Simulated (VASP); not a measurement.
Here is a VASP 6.6.1 calculation.

File INCAR:

```
SYSTEM = SnO2
PREC     = Accurate       ! precision mode
ENCUT    = 520            ! plane-wave cutoff, eV
EDIFF    = 1E-6           ! SCF threshold, eV
ISMEAR   = 0              ! smearing method
SIGMA    = 0.05           ! smearing width, eV
LREAL    = .False.        ! projectors in reciprocal space
LASPH    = .True.         ! aspherical terms in the spheres
NELM     = 100            ! most SCF steps
ALGO     = Normal         ! electronic algorithm
ISIF     = 2              ! what is computed and relaxed
LWAVE    = .False.        ! write WAVECAR
LCHARG   = .True.         ! write CHGCAR
LELF     = .True.         ! ELF
LVHAR    = .True.       
NBANDS   = 35             ! bands
```

KPOINTS

```
regular mesh
0
Gamma
  6 6 8
  0 0 0
```

File POSCAR:

```
SnO2
1.0
    4.8820573695      0.0000000000      0.0000000000
    0.0000000000      4.8826571076      0.0000000000
    0.0000000000      0.0000000000      3.2983446198
Sn O
2 4
Direct
    0.5000000000      0.5000000000      0.5000000000
    0.0000000000      0.0000000000      0.0000000000
    0.3059833077      0.2672588243      0.0000000000
    0.8059833077      0.2327411757      0.5000000000
    0.1940166923      0.7672588243      0.5000000000
    0.6940166923      0.7327411757      0.0000000000
```

Potentials or basis: VASP PAW LDA potentials, release 64 (Sn_d, O).

Run with:

```sh
$ cat potpaw_LDA.64/Sn_d/POTCAR potpaw_LDA.64/O/POTCAR > POTCAR
$ mpirun -np 1 vasp_std > vasp.out
```

What does it give for the largest force?

2.198 eV/Å.

What does it give for the pressure?

-15.3 GPa.

Estimate the band gap on the k mesh.

0.40 eV (least direct gap 0.75 eV).

Stress tensor (GPa, compression positive):
```
-11.22   0.00   0.00
  0.00 -16.79   0.00
  0.00   0.00 -17.90
```

Caveat: the cell differs from its parent crystal (atoms shifted along a free coordinate); the cell stands under tension; spin-orbit coupling is left out, which moves the levels of the heavy elements; forces of over 1 eV/Å act on the atoms, so gaps and moduli don't describe the material at rest. A k mesh can miss the band edges.
